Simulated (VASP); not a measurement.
## Ta4O: single point with PBE

Crystal: Ta4O.

```
Ta O
1.0
    -2.76358    2.76358    2.76358
     2.76358   -2.76358    2.76358
     2.76358    2.76358   -2.76358
Ta O
4 1
Direct
  0.50000 0.50000 0.50000
  0.00000 0.00000 0.50000
  0.00000 0.50000 0.00000
  0.50000 0.00000 0.00000
  0.00000 0.00000 0.00000
```

| Quantity | Value |
| --- | --- |
| Program | VASP 6.6.1 |
| Task | single point |
| Functional | PBE |
| Potentials or basis | VASP PAW PBE potentials, release 64 (Ta_pv, O) |
| Cutoff | 520 eV |
| k mesh | 4 × 4 × 4 |
| Occupations | gaussian, width 0.1 eV |
| Spin | no spin polarisation |

* Pressure: 0.4 GPa
* Band gap on the k mesh: zero (band 25 reaches 6.14 eV, above the bottom of band 26 at 5.22 eV)

Levels at points of the mesh, in eV from the Fermi level:
```csv
k point,band 23,band 24,band 25,band 26,band 27,band 28
"(0.00, 0.00, 0.00)",-2.25,-2.25,-0.47,2.01,2.01,2.01
"(0.50, 0.00, 0.00)",-0.72,-0.36,0.21,0.48,0.53,0.76
"(0.50, 0.50, 0.50)",-0.59,-0.59,-0.59,-0.57,-0.57,1.81
```

It took 28 s on 1 thread of Intel Xeon 6975P-C (shared host), peak memory 0.2 GiB.

Caveat: the k points lie up to 0.40 Å⁻¹ apart; spin-orbit coupling is left out, which moves the levels of the heavy elements.
